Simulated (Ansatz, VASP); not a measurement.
**One calculation of AlP, two programs**

```
Al P
1.0
     0.00000    2.72550    2.72550
     2.72550    0.00000    2.72550
     2.72550    2.72550    0.00000
Al P
1 1
Direct
  0.00000 0.00000 0.00000
  0.25000 0.25000 0.25000
```

Alike in both runs: task single point; functional r2SCAN; k mesh 4 × 4 × 4; occupations fermi-dirac, width 0.02 eV; no spin polarisation.

|  | VASP | Ansatz |
| --- | --- | --- |
| version | VASP 6.6.1 | Ansatz 0.2.0 |
| potentials or method | VASP PAW PBE potentials, release 64 (Al, P), cutoff 550 eV | plane waves, PAW |
| valence electrons in the cell | 8 | 8 |

```csv
,VASP,Ansatz,Ansatz less VASP
gap on the k mesh at the Fermi level (eV),1.88,1.88,-0.001
```

VASP's potentials were made for PBE, not for r2SCAN.

The k mesh is coarse, so the values compare programs but aren't converged.
